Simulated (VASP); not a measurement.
# HfSiO4 (Hafnon) (I4_1/amd) in VASP: notebook

The runs below take HfSiO4 (Hafnon) through single point, with PBEsol, PBE, BLYP, BLYP+D4.

All numbers are computed with VASP 6.6.1; they aren't measurements. Logs are shortened: lines on timing, memory, paths and dates and some standing lists are left out, and cuts for length are marked.

## (1) The cell of the first run

Symmetry: I4_1/amd, No. 141, tetragonal system. The conventional cell has a = 6.701 Å, b = 6.701 Å, c = 6.080 Å, α = 90.00°, β = 90.00°, γ = 90.00°. Hf (site symmetry -4m2) has 8 O at 2.16 to 2.30 Å within 2.9 Å. Si (site symmetry -4m2) has 4 O at 1.65 Å within 2.2 Å. O (site symmetry m) has 1 Si at 1.65 Å and 1 Hf at 2.16 Å within 2.2 Å.

## (2) Single point, PBEsol

The input, INCAR:

```
ALGO     = Normal         # electronic algorithm
EDIFF    = 1E-6           # SCF threshold, eV
ENCUT    = 600            # plane-wave cutoff, eV
GGA      = PS             # functional
GGA_COMPAT= F            
ISIF     = 2              # what is computed and relaxed
ISMEAR   = -1             # smearing method
LASPH    = T              # aspherical terms in the spheres
LCHARG   = F              # write CHGCAR
LREAL    = F              # projectors in reciprocal space
LWAVE    = F              # write WAVECAR
NBANDS   = 50             # bands
NELM     = 120            # most SCF steps
PREC     = Accurate       # precision mode
SIGMA    = 0.05           # smearing width, eV
```

The input, KPOINTS:

```
k-points
0
Gamma
  6 6 6
```

The input, POSCAR:

```
HfSiO4
1.0
   -3.3507026377      3.3507026377      3.0400775913
    3.3507026377     -3.3507026377      3.0400775913
    3.3507026377      3.3507026377     -3.0400775913
Hf Si O
2 2 8
Direct
    0.0000000000      0.0000000000      0.0000000000
    0.7500000000      0.2500000000      0.5000000000
    0.5000000000      0.5000000000      0.0000000000
    0.2500000000      0.7500000000      0.5000000000
    0.6802000000      0.4957000000      0.8155000000
    0.2457000000      0.9302000000      0.3155000000
    0.6802000000      0.8647000000      0.1845000000
    0.6147000000      0.9302000000      0.6845000000
    0.0698000000      0.3853000000      0.3155000000
    0.5043000000      0.3198000000      0.1845000000
    0.0698000000      0.7543000000      0.6845000000
    0.1353000000      0.3198000000      0.8155000000
```

Potentials or basis: VASP PAW PBE potentials, release 64 (Hf_pv, Si, O).

The run is started by

```console
$ cat potpaw_PBE.64/Hf_pv/POTCAR potpaw_PBE.64/Si/POTCAR potpaw_PBE.64/O/POTCAR > POTCAR
$ mpirun -np 1 vasp_std > vasp.out
```

OUTCAR:

```text
EDIFF = 1E-6
   ENCUT = 600
   GGA = PS
   ISIF = 2
   ISMEAR = -1
   LASPH = T
   LREAL = F
   NELM = 120
   PREC = Accurate

 ion  position               nearest neighbor table
   1  0.000  0.000  0.000-   6 2.16   8 2.16   9 2.16  11 2.16   7 2.30  12 2.30  10 2.30   5 2.30
                             3 3.04   3 3.04   2 3.68   2 3.68   2 3.68   2 3.68
   2  0.750  0.250  0.500-   5 2.16   7 2.16  10 2.16  12 2.16   8 2.30   9 2.30  11 2.30   6 2.30
                             4 3.04   4 3.04   1 3.68   1 3.68   1 3.68   1 3.68
   3  0.500  0.500  0.000-   5 1.65  10 1.65   7 1.65  12 1.65   1 3.04   1 3.04
   4  0.250  0.750  0.500-   6 1.65  11 1.65   9 1.65   8 1.65   2 3.04   2 3.04
   5  0.680  0.496  0.816-   3 1.65   2 2.16   1 2.30
   6  0.246  0.930  0.316-   4 1.65   1 2.16   2 2.30
   7  0.680  0.865  0.184-   3 1.65   2 2.16   1 2.30
   8  0.615  0.930  0.684-   4 1.65   1 2.16   2 2.30
   9  0.070  0.385  0.316-   4 1.65   1 2.16   2 2.30
  10  0.504  0.320  0.184-   3 1.65   2 2.16   1 2.30
  11  0.070  0.754  0.684-   4 1.65   1 2.16   2 2.30
  12  0.135  0.320  0.816-   3 1.65   2 2.16   1 2.30

  LATTYP: Found a body centered tetragonal cell.
 ALAT       =     6.7014052754
 C/A-ratio  =     0.9072955496

  Lattice vectors:

 A1 = (  -3.3507026377,   3.3507026377,   3.0400775913)
 A2 = (   3.3507026377,  -3.3507026377,   3.0400775913)
 A3 = (   3.3507026377,   3.3507026377,  -3.0400775913)

Analysis of symmetry for initial positions (statically):
=====================================================================
 Subroutine PRICEL returns:
 Original cell was already a primitive cell.

 Routine SETGRP: Setting up the symmetry group for a
 body centered tetragonal supercell.

 Subroutine GETGRP returns: Found 16 space group operations
 (whereof  8 operations were pure point group operations)
 out of a pool of 16 trial point group operations.

The static configuration has the point symmetry D_2d.
 The point group associated with its full space group is D_4h.

Analysis of symmetry for dynamics (positions and initial velocities):
=====================================================================
 Subroutine PRICEL returns:
 Original cell was already a primitive cell.

 Routine SETGRP: Setting up the symmetry group for a
 body centered tetragonal supercell.

 Subroutine GETGRP returns: Found 16 space group operations
 (whereof  8 operations were pure point group operations)
 out of a pool of 16 trial point group operations.

The dynamic configuration has the point symmetry D_2d.
 The point group associated with its full space group is D_4h.

 Subroutine INISYM returns: Found 16 space group operations
 (whereof  8 operations are pure point group operations),
 and found     1 'primitive' translations

----------------------------------------------------------------------------------------

                                     Primitive cell

  volume of cell :     136.5263

  direct lattice vectors                    reciprocal lattice vectors
    -3.350702638  3.350702638  3.040077591     0.000000000  0.149222433  0.164469486
     3.350702638 -3.350702638  3.040077591     0.149222433  0.000000000  0.164469486
     3.350702638  3.350702638 -3.040077591     0.149222433  0.149222433  0.000000000

  length of vectors
     5.629963419  5.629963419  5.629963419     0.222075542  0.222075542  0.211032389

  position of ions in fractional coordinates (direct lattice)
     0.000000000  0.000000000  0.000000000
     0.750000000  0.250000000  0.500000000
     0.500000000  0.500000000  0.000000000
     0.250000000  0.750000000  0.500000000
     0.680200000  0.495700000  0.815500000
     0.245700000  0.930200000  0.315500000
     0.680200000  0.864700000  0.184500000
     0.614700000  0.930200000  0.684500000
     0.069800000  0.385300000  0.315500000
     0.504300000  0.319800000  0.184500000
     0.069800000  0.754300000  0.684500000
     0.135300000  0.319800000  0.815500000

  ion indices of the primitive-cell ions
   primitive index   ion index
                 1           1
                 2           2
                 3           3
                 4           4
                 5           5
                 6           6
                 7           7
                 8           8
                 9           9
                10          10
                11          11
                12          12

----------------------------------------------------------------------------------------

 KPOINTS: k-points

Automatic generation of k-mesh.
 Grid dimensions read from file:
 generate k-points for:    6    6    6

 Generating k-lattice:

  Cartesian coordinates                     Fractional coordinates (reciprocal lattice)
     0.000000000  0.024870406  0.027411581     0.166666667  0.000000000  0.000000000
     0.024870406  0.000000000  0.027411581     0.000000000  0.166666667  0.000000000
     0.024870406  0.024870406  0.000000000     0.000000000  0.000000000  0.166666667

  Length of vectors
     0.037012590  0.037012590  0.035172065

  Shift w.r.t. Gamma in fractional coordinates (k-lattice)
     0.000000000  0.000000000  0.000000000

 Subroutine IBZKPT returns following result:
 ===========================================

 Found     30 irreducible k-points:

 Following reciprocal coordinates:
            Coordinates               Weight
  0.000000  0.000000  0.000000      1.000000
  0.166667  0.000000  0.000000      8.000000
  0.333333  0.000000  0.000000      8.000000
  0.500000  0.000000 -0.000000      4.000000
  0.166667  0.166667  0.000000      8.000000
  0.333333  0.166667 -0.000000     16.000000
[... 16 lines left out ...]
 -0.333333 -0.333333  0.166667      8.000000
 -0.166667 -0.333333  0.166667      8.000000
 [... further k-points ...]
   k-points           NKPTS =     30   k-points in BZ     NKDIM =     30   number of bands    NBANDS=     50
   number of dos      NEDOS =    301   number of ions     NIONS =     12
   total plane-waves  NPLWV = 110592
   dimension x,y,z NGX =    48 NGY =   48 NGZ =   48
   dimension x,y,z NGXF=    96 NGYF=   96 NGZF=   96
   ions per type =               2   2   8
   NGX,Y,Z   is equivalent  to a cutoff of  14.17, 14.17, 14.17 a.u.
   NGXF,Y,Z  is equivalent  to a cutoff of  28.35, 28.35, 28.35 a.u.
 SYSTEM =  unknown system
   PREC   = accura    normal or accurate (medium, high low for compatibility)
   ISTART =      0    job   : 0-new  1-cont  2-samecut
   ICHARG =      2    charge: 1-file 2-atom 10-const
   ISPIN  =      1    spin polarized calculation?
   LNONCOLLINEAR =      F non collinear calculations
   LSORBIT =      F    spin-orbit coupling
   LASPH  =      T    aspherical Exc in radial PAW
   ENCUT  =  600.0 eV  44.10 Ry    6.64 a.u.  11.24 11.24 11.24*2*pi/ulx,y,z
   NELM   =    120;   NELMIN=  2; NELMDL= -5     # of ELM steps
   EDIFF  = 0.1E-05   stopping-criterion for ELM
   LREAL  =      F    real-space projection
   EDIFFG = 0.1E-04   stopping-criterion for IOM
   NSW    =      0    number of steps for IOM
   IBRION =     -1    ionic relax: 0-MD 1-quasi-New 2-CG
   NFREE  =      0    steps in history (QN), initial steepest desc. (CG)
   ISIF   =      2    stress and relaxation
   ISYM   =      2    0-nonsym 1-usesym 2-fastsym
   POTIM  = 0.5000    time-step for ionic-motion
   TEBEG  =    0.0;   TEEND  =   0.0 temperature during run
   PSTRESS=    0.0 pullay stress
   NELECT =      76.0000    total number of electrons
   NUPDOWN=      -1.0000    fix difference up-down
   EMIN   =  10.00;   EMAX   =-10.00  energy-range for DOS
   EFERMI =   0.00;   METHOD = LEGACY
   ISMEAR =    -1;   SIGMA  =   0.05  broadening in eV -4-tet -1-fermi 0-gaus
   EFERMI_NEDOS =   21; number of points for ismear=-14 and -15
   IALGO  =     38    algorithm
   IMIX   =      4    mixing-type and parameters
     AMIX     =   0.40;   BMIX     =  1.00
     AMIX_MAG =   1.60;   BMIX_MAG =  1.00
  volume/ion in A,a.u.               =      11.38        76.78
  Fermi-wavevector in a.u.,A,eV,Ry     =   1.346709  2.544912 24.675882  1.813626
  Thomas-Fermi vector in A             =   2.474519
   LORBIT       =      0    0 simple, 1 ext, 2 COOP (PROOUT), +10 PAW based schemes
   GGA     = PS    functional components
   LHFCALC =     F    Hartree Fock is set to
   AEXX    =    0.0000 exact exchange contribution
   IVDW    =     0    specifies the selected vdW correction
   LEPSILON=     F    determine dielectric tensor
   LRPA    =     F    only Hartree local field effects (RPA)
 non-spin polarized calculation
  energy-cutoff  :      600.00
  volume of cell :      136.53
 maximum number of plane-waves:      4577
 NGX is ok and might be reduce to    48
   NGX = 23   NGY = 23   NGZ = 23

 number of electron      75.9999998 magnetization

 Free energy of the ion-electron system (eV)
  ---------------------------------------------------
  ext. energy  EPLUGINS =         0.00000000
  ---------------------------------------------------
  free energy    TOTEN  =      -113.12862321 eV

  energy without entropy =     -113.12862321  energy(sigma->0) =     -113.12862321

 E-fermi :   3.8018     XC(G=0): -11.0675

 val. band max:        2.7228636316   @ k =   0.0000   0.0000   0.0000
 cond. band min:       7.7569695685   @ k =   0.3333   0.3333   0.1667
 fundamental gap:      5.0341059369
 Fermi energy:         3.8017706760

 k-point     1 :       0.0000    0.0000    0.0000
  band No.  band energies     occupation
      1     -26.8421      2.00000
      2     -26.8421      2.00000
      3     -26.7860      2.00000
      4     -26.7793      2.00000
      5     -26.7056      2.00000
      6     -26.7056      2.00000
[... 42 lines left out ...]
     49      11.3394      0.00000
     50      11.9791      0.00000
[... 1217 lines left out ...]
     49      10.8901      0.00000
     50      11.9293      0.00000

 [... further k-points ...]

------------------------ aborting loop because EDIFF is reached ----------------------------------------

  FORCE on cell =-STRESS in cart. coord.  units (eV):
  Direction    XX          YY          ZZ          XY          YZ          ZX
  --------------------------------------------------------------------------------------
  -------------------------------------------------------------------------------------
  Total      -10.6770196    -10.6770196    -12.0230764      0.0000000      0.0000000      0.0000000
  in kB     -125.2980136   -125.2980136   -141.0943927      0.0000000      0.0000000      0.0000000
  external PRESSURE =    -130.5634733 kB  Pullay stress =       0.0000000 kB

 VOLUME and BASIS-vectors are now :
 -----------------------------------------------------------------------------
  energy-cutoff  :      600.00
  volume of cell :      136.53
      direct lattice vectors                 reciprocal lattice vectors
    -3.350702638  3.350702638  3.040077591     0.000000000  0.149222433  0.164469486
     3.350702638 -3.350702638  3.040077591     0.149222433  0.000000000  0.164469486
     3.350702638  3.350702638 -3.040077591     0.149222433  0.149222433  0.000000000

 POSITION                                       TOTAL-FORCE (eV/Angst)
 -----------------------------------------------------------------------------------
      0.00000      0.00000      0.00000        -0.000000     -0.000000      0.000000
     -0.00000      3.35070      1.52004        -0.000000     -0.000000      0.000000
      0.00000      0.00000      3.04008        -0.000000     -0.000000      0.000000
      3.35070     -0.00000      1.52004        -0.000000     -0.000000      0.000000
      2.11429      3.35070      1.09564        -0.007675     -0.000000      0.244007
      3.35070     -1.23641      2.61568        -0.000000     -0.007675      0.244007
      1.23641      0.00000      4.13572         0.007675     -0.000000      0.244007
      3.35070      1.23641      2.61568        -0.000000      0.007675      0.244007
      2.11429      0.00000      0.42439        -0.007675     -0.000000     -0.244007
      0.00000      1.23641      1.94443         0.000000      0.007675     -0.244007
      4.58711      0.00000      0.42439         0.007675      0.000000     -0.244007
      3.35070      2.11429     -1.09564         0.000000     -0.007675     -0.244007
 -----------------------------------------------------------------------------------
    total drift:                               -0.000000     -0.000000      0.000000

  FREE ENERGIE OF THE ION-ELECTRON SYSTEM (eV)
  ---------------------------------------------------
  free  energy   TOTEN  =      -113.1286232091 eV

  energy  without entropy=     -113.1286232091  energy(sigma->0) =     -113.12862321
```

Run time: 3.5 min. Hardware: 1 thread of Intel Xeon Platinum 8488C (Sapphire Rapids), shared host; peak memory 0.43 GiB.

Results:

- Free energy: -113.1286 eV
- Pressure: -13.1 GPa
- Largest force: 0.244 eV/Å
- Band gap on the k mesh: 5.03 eV, indirect (least direct gap 5.36 eV)

Forces on the atoms (eV/Å):
```
Hf   0.000  0.000  0.000
Hf   0.000  0.000  0.000
Si   0.000  0.000  0.000
Si   0.000  0.000  0.000
O   -0.008  0.000  0.244
O    0.000 -0.008  0.244
O    0.008  0.000  0.244
O    0.000  0.008  0.244
O   -0.008  0.000 -0.244
O    0.000  0.008 -0.244
O    0.008  0.000 -0.244
O    0.000 -0.008 -0.244
```

Stress tensor (GPa, compression positive):
```
-12.53   0.00   0.00
  0.00 -12.53   0.00
  0.00   0.00 -14.11
```

Caveat: the PAW data sets were made with another functional, which shifts forces and pressure a little; spin-orbit coupling is left out, which moves the levels of the heavy elements.

## (3) Single point, PBE

This run uses another cell than the first one, of 10.73 Å³/atom, 0.943 times its volume.

The input, INCAR:

```
PREC = Accurate ; ENCUT = 520
EDIFF = 1E-7 ; ISMEAR = 0
SIGMA = 0.012 ; LREAL = False
LASPH = True ; NELM = 80
ALGO = Normal ; ISIF = 2
LWAVE = False ; LCHARG = True
GGA = PE ; LELF = True
LVHAR = True ; NBANDS = 50
```

The input, KPOINTS:

```
regular mesh
0
Gamma
  6 6 6
```

Changes to POSCAR since step 2:

```diff
@@ -2,5 +2,5 @@
 1.0
-   -3.3507026377      3.3507026377      3.0400775913
-    3.3507026377     -3.3507026377      3.0400775913
-    3.3507026377      3.3507026377     -3.0400775913
+   -3.2862500000      3.2862500000      2.9816000000
+    3.2862500000     -3.2862500000      2.9816000000
+    3.2862500000      3.2862500000     -2.9816000000
 Hf Si O
```

Potentials or basis: VASP PAW PBE potentials, release 64 (Hf_pv, Si, O).

The run is started by

```console
$ cat potpaw_PBE.64/Hf_pv/POTCAR potpaw_PBE.64/Si/POTCAR potpaw_PBE.64/O/POTCAR > POTCAR
$ mpirun -np 1 vasp_std > vasp.out
```

Run time: 4.3 min. Hardware: 1 thread of AMD EPYC 7R43 (Zen 3), shared host; peak memory 0.3 GiB.

The run converged. Its results:

| Property | Result |
| --- | --- |
| Free energy | -108.5977 eV |
| Pressure | 5.8 GPa |
| Largest force | 0.530 eV/Å |
| Band gap on the k mesh | 5.41 eV, indirect (least direct gap 5.76 eV) |

Forces on the atoms (eV/Å):
```
Hf   0.000  0.000  0.000
Hf   0.000  0.000  0.000
Si   0.000  0.000  0.000
Si   0.000  0.000  0.000
O   -0.410  0.000  0.336
O    0.000 -0.410  0.336
O    0.410  0.000  0.336
O    0.000  0.410  0.336
O   -0.410  0.000 -0.336
O    0.000  0.410 -0.336
O    0.410  0.000 -0.336
O    0.000 -0.410 -0.336
```

Stress tensor (GPa, compression positive):
```
5.42 0.00 0.00
0.00 5.42 0.00
0.00 0.00 6.57
```

Levels at points of the mesh, in eV from the valence-band top:
```
           k point  band 34  band 35  band 36  band 37  band 38  band 39  band 40  band 41  band 42  band 43
(0.00, 0.00, 0.00)    -0.69    -0.59    -0.59    -0.56     0.00     5.79     6.06     6.24     6.24     6.24
(0.50, 0.00, 0.00)    -1.15    -0.95    -0.84    -0.26    -0.20     5.67     5.82     6.58     6.75     6.87
(0.50, 0.50, 0.00)    -1.00    -0.93    -0.93    -0.61    -0.61     5.41     5.41     6.52     6.52     6.54
(0.50, 0.50, 0.50)    -1.36    -1.11    -1.11    -0.88    -0.88     6.25     6.25     6.64     6.64     6.76
```

Caveat: spin-orbit coupling is left out, which moves the levels of the heavy elements. A k mesh can miss the band edges.

## (4) Single point, BLYP

This run uses another cell than the first one, of 11.29 Å³/atom, 0.993 times its volume.

The input, INCAR:

```
AGGAC = 1.0 ; AGGAX = 1.0
ALDAC = 0.0 ; ALDAX = 1.0
ALGO = Normal ; EDIFF = 1E-6
ENCUT = 520 ; GGA = B5
ISIF = 2 ; ISMEAR = -1
LASPH = True ; LCHARG = False
LREAL = False ; LWAVE = False
NBANDS = 50 ; NELM = 80
PREC = Accurate ; SIGMA = 0.05
```

The input, KPOINTS:

```
k-points
0
Gamma
  6 6 6
```

The input, POSCAR:

```
HfSiO4
1.0
   -3.3440534727      3.3440534727      3.0295908778
    3.3440534727     -3.3440534727      3.0295908778
    3.3440534727      3.3440534727     -3.0295908778
Hf Si O
2 2 8
Direct
    0.0000000000      0.0000000000      0.0000000000
    0.7500000000      0.2500000000      0.5000000000
    0.5000000000      0.5000000000      0.0000000000
    0.2500000000      0.7500000000      0.5000000000
    0.6801059215      0.4964622129      0.8163562915
    0.2464622129      0.9301059215      0.3163562915
    0.6801059215      0.8637496300      0.1836437085
    0.6137496300      0.9301059215      0.6836437085
    0.0698940785      0.3862503700      0.3163562915
    0.5035377871      0.3198940785      0.1836437085
    0.0698940785      0.7535377871      0.6836437085
    0.1362503700      0.3198940785      0.8163562915
```

The run is started by

```console
$ cat potpaw_PBE.64/Hf_pv/POTCAR potpaw_PBE.64/Si/POTCAR potpaw_PBE.64/O/POTCAR > POTCAR
$ mpirun -np 1 vasp_std > vasp.out
```

It took 4.7 min on 1 thread of AMD EPYC 7R43 (Zen 3), shared host; peak memory 0.31 GiB.

It converged, with:

```yaml
Free_energy: -104.1035 eV
Pressure: -0.8 GPa
Largest_force: 0.224 eV/Å
Band_gap_on_the_k_mesh: 5.16 eV, indirect (least direct gap 5.43 eV)
```

Forces on the atoms (eV/Å):
```
Hf   0.000  0.000  0.000
Hf   0.000  0.000  0.000
Si   0.000  0.000  0.000
Si   0.000  0.000  0.000
O   -0.159  0.000  0.158
O    0.000 -0.159  0.158
O    0.159  0.000  0.158
O    0.000  0.159  0.158
O   -0.159  0.000 -0.158
O    0.000  0.159 -0.158
O    0.159  0.000 -0.158
O    0.000 -0.159 -0.158
```

Stress tensor (GPa, compression positive):
```
-0.96  0.00  0.00
 0.00 -0.96  0.00
 0.00  0.00 -0.41
```

Levels at points of the mesh, in eV from the valence-band top:
```csv
k point,band 36,band 37,band 38,band 39,band 40,band 41
"(0.00, 0.00, 0.00)",-0.61,-0.51,0.00,5.43,5.73,5.89
"(0.50, 0.00, 0.00)",-0.77,-0.24,-0.22,5.35,5.52,6.23
"(0.50, 0.50, 0.00)",-0.86,-0.56,-0.56,5.17,5.17,6.19
"(0.50, 0.50, 0.50)",-1.04,-0.89,-0.89,5.86,5.86,6.29
```

Caveat: the PAW data sets were made with another functional, which shifts forces and pressure a little; spin-orbit coupling is left out, which moves the levels of the heavy elements. A k mesh can miss the band edges.

[end of part 1 of 2]
